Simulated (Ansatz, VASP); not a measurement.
## Ni in VASP and in Ansatz

The input INCAR:

```
SYSTEM = Ni
PREC = Accurate ; ENCUT = 520
EDIFF = 1E-6 ; ISMEAR = 0
SIGMA = 0.15 ; LREAL = .False.
LASPH = .True. ; NELM = 150
ALGO = Fast ; ISIF = 2
LWAVE = .False. ; LCHARG = .False.
ISPIN = 2 ; MAGMOM = 0.81
LORBIT = 11 ; LMAXMIX = 4
GGA = PS ; NBANDS = 15
```

Contents of KPOINTS:

```
regular mesh
0
Gamma
  22 22 22
  0 0 0
```

Contents of POSCAR:

```
Ni
1.0
    0.0000000000      1.6265140000      1.6265140000
    1.6265140000      0.0000000000      1.6265140000
    1.6265140000      1.6265140000      0.0000000000
Ni
1
Direct
    0.0000000000      0.0000000000      0.0000000000
```

Input for Ansatz:

```yaml
crystal:
  lattice:
    - [0.0, 1.626514, 1.626514]
    - [1.626514, 0.0, 1.626514]
    - [1.626514, 1.626514, 0.0]
  atoms:
    - { symbol: Ni, position: [0.0, 0.0, 0.0], spin: 0.81 }
basis:
  ecutwfc: 420
kpoints:
  mp_grid: { grid: [22, 22, 22] }
hamiltonian:
  xc: pbesol
scf:
  occupations: { method: gaussian, width: 0.15 }
output:
  forces: true
  stress: true
  eigenvalues: true
  populations: true
  write_density: true
  write_potential: true
  elf: true
  volumetric_format: npy
magnetization:
  spin_polarized: true
```

Change from the starting cell: strain -0.080 along x and y, -0.080 along z, atoms carried along.

Alike in both runs: task single point; functional PBEsol; k mesh 22 × 22 × 22; occupations gaussian, width 0.15 eV; collinear spin.

|  | VASP | Ansatz |
| --- | --- | --- |
| version | VASP 6.6.1 | Ansatz 0.2.0 |
| potentials or method | VASP PAW PBE potentials, release 64 (Ni), cutoff 520 eV | scalar-relativistic, plane waves, PAW |
| valence electrons in the cell | 10 | 18 |

|  | VASP | Ansatz | Ansatz less VASP |
| --- | --- | --- | --- |
| gap on the k mesh at the Fermi level (eV) | none | none | - |
| pressure (GPa) | 67.2 | 67.9 | +0.69 |
| net moment per atom (μB) | 0.54 | 0.55 | +0.010 |
| size of the moment on the site where the two differ most (μB) | 0.53 | 0.57 | +0.046 |

VASP's potentials were made for PBE, not for PBEsol. Site moments also hang on the region over which each program counts them. A gap of «none» marks a metal or a gap that the smearing closes. Both programs put the cell under a high pressure, so it lies far from rest at this level. The functional is the same, so the differences come from potentials, cutoffs and numerics. VASP's potentials hold 10 valence electrons a cell and Ansatz's 18, so a difference there can come from the potentials and not from the codes.

Noted on VASP's run: the cell as given lies far from equilibrium.
